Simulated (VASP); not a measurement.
A run of VASP 6.6.1 is set up as follows.

INCAR

```
SYSTEM = BaS
  PREC = Accurate
  ENCUT = 520
  EDIFF = 1E-7
  ISMEAR = 0
  SIGMA = 0.01
  LREAL = .False.
  LASPH = .True.
  NELM = 60
  ALGO = Normal
  ISIF = 2
  LWAVE = .False.
  LCHARG = .False.
  GGA = PS
  NBANDS = 15
```

The input KPOINTS:

```
regular mesh
0
Gamma
  6 6 6
  0 0 0
```

The input POSCAR:

```
BaS
1.0
    0.0000000000      3.0605194337      3.0605194337
    3.0605194337      0.0000000000      3.0605194337
    3.0605194337      3.0605194337      0.0000000000
Ba S
1 1
Direct
    0.0000000000      0.0000000000      0.0000000000
    0.5000000000      0.5000000000      0.5000000000
```

Potentials or basis: VASP PAW PBE potentials, release 64 (Ba_sv, S).

Run with:

```sh
$ cat potpaw_PBE.64/Ba_sv/POTCAR potpaw_PBE.64/S/POTCAR > POTCAR
$ mpirun -np 1 vasp_std > vasp.out
```

Q: Estimate the band gap on the k mesh.

A: 1.70 eV, indirect (least direct gap 1.75 eV).

Q: What does it give for the pressure?

A: 6.9 GPa.

Caveat: the PAW data sets were made with another functional, which shifts forces and pressure a little; spin-orbit coupling is left out, which moves the levels of the heavy elements. A k mesh can miss the band edges.
